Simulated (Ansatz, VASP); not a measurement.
**Two plane-wave programs on TiIn2**

```
CELL_PARAMETERS angstrom
0.00000 3.33532 3.33532
3.33532 0.00000 3.33532
3.33532 3.33532 0.00000
ATOMIC_POSITIONS crystal
Ti 0.50000 0.50000 0.50000
In 0.25000 0.25000 0.25000
In 0.75000 0.75000 0.75000
```

Alike in both runs: task relaxation of cell and atoms; functional PBE; k mesh 12 × 12 × 12; occupations gaussian, width 0.1 eV; no spin polarisation.

```csv
,VASP,Ansatz
version,VASP 6.6.1,Ansatz 0.2.0
potentials or method,"VASP PAW PBE potentials, release 64 (Ti_sv, In_d), cutoff 600 eV","scalar-relativistic, plane waves, PAW"
valence electrons in the cell,38,38
```

|  | VASP | Ansatz | Ansatz less VASP |
| --- | --- | --- | --- |
| gap on the k mesh at the Fermi level, each at its own relaxed structure (eV) | none | none | - |
| relaxed volume (Å³/atom) | 24.69 | 24.68 | -0.010 |
| relaxed cell length with the largest relative difference (Å) | 4.714 | 4.713 | -0.0006 |

A gap of «none» marks a metal or a gap that the smearing closes.
